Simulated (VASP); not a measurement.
Wanted: the native input for a VASP 6.6.1 run.

```yaml
Task: relaxation of cell and atoms
Functional: PBEsol
Potentials_or_basis: VASP PAW PBE potentials, release 64 (Mo_sv)
Cutoff: 600 eV
k_mesh: 11 × 11 × 10
Occupations: fermi-dirac, width 0.05 eV
Spin: no spin polarisation
Target_pressure: 5 GPa
Dipole_correction: no
Further_INCAR_settings: ALGO = Fast; EDIFF = 1e-06; IBRION = 2; EDIFFG = -0.01; NSW = 60; ISIF = 3
```

The structure of Mo lies in POSCAR:

```
Mo
1.0
    2.8244807000     -0.0180516400     -0.0483609000
   -1.4278735300      2.3175461800      0.0145522700
   -0.0451728600     -0.0103847700      2.5373308300
Mo
1
Direct
    0.0000000000      0.0000000000      0.5000000000
```

These files were run (other wordings do the same):

INCAR

```
PREC = Accurate ; ENCUT = 600
EDIFF = 1E-6 ; ISMEAR = -1
SIGMA = 0.05 ; LREAL = F
LASPH = T ; NELM = 60
ALGO = Fast ; ISIF = 3
LWAVE = F ; LCHARG = F
GGA = PS ; IBRION = 2
NSW = 60 ; EDIFFG = -0.01
PSTRESS = 50.0
```

KPOINTS

```
regular mesh
0
Gamma
  11 11 10
```

Potentials or basis: VASP PAW PBE potentials, release 64 (Mo_sv).

Launch:

```sh
$ cat potpaw_PBE.64/Mo_sv/POTCAR > POTCAR
$ mpirun -np 1 vasp_std > vasp.out
```

Results of the run:

| Item | Value |
| --- | --- |
| Relaxed volume | 14.94 Å³/atom |
| Relaxed cell | a = 4.249 Å, b = 3.085 Å, c = 2.616 Å, α = 56.60°, β = 143.07°, γ = 133.55° |
| Space group after relaxing (to 0.1 Å) | Fmmm (No. 69) |
| Energy change on relaxing (the run minimises the enthalpy) | -786.2 meV/atom |
| Ionic steps | 44 |
| Pressure after relaxing | 5.0 GPa |
| Band gap on the k mesh | zero (bands 7 and 8 overlap by 5.10 eV) |

Caveat: the cell is relaxed towards a set pressure, so the run minimises the enthalpy, not the energy; a cell axis changed by over 15 % at a fixed basis, so the end point is rough; the PAW data sets were made with another functional, which shifts forces and pressure a little.

Wall time 44 min on 1 thread of Intel Xeon 8259CL (shared host), peak memory 0.37 GiB.
